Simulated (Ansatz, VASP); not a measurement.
## TiMoSe4 in VASP and in Ansatz

```xyz
6
Lattice="3.4058 0.0000 0.0000 -1.7029 2.9495 0.0000 0.0000 0.0000 14.0001" Properties=species:S:1:pos:R:3 pbc="T T T"
Ti    0.0000    0.0000    0.0188
Mo    0.0000    1.9664    6.9815
Se    0.0000    1.9664    1.6291
Se    1.7029    0.9832   12.4079
Se    0.0000    0.0000    5.3440
Se    0.0000    0.0000    8.6189
```

Alike in both runs: functional PBE; k mesh 4 × 4 × 1; occupations gaussian, width 0.15 eV; collinear spin.

Ansatz relaxed the structure, and its values are those at the end. VASP's run is a single point on that final structure, the one shown.

```csv
,VASP,Ansatz
version,VASP 6.6.1,Ansatz 0.2.0
potentials or method,"VASP PAW PBE potentials, release 64 (Ti_sv, Mo_sv, Se), cutoff 520 eV","scalar-relativistic, plane waves, PAW"
valence electrons in the cell,50,90
```

```tsv
	VASP	Ansatz	Ansatz less VASP
gap on the k mesh at the Fermi level (eV)	none	none	-
pressure (GPa)	0.2	0.1	-0.14
rms of the force components (eV/Å)	0.019	0.011	-0.0086
net moment per atom (μB)	0.00	0.00	0.000
```

A gap of «none» marks a metal or a gap that the smearing closes. VASP's potentials hold 50 valence electrons a cell and Ansatz's 90, so a difference there can come from the potentials and not from the codes. Ansatz's warnings: seeded moment not kept.

The k mesh is coarse, so the values compare programs but aren't converged.
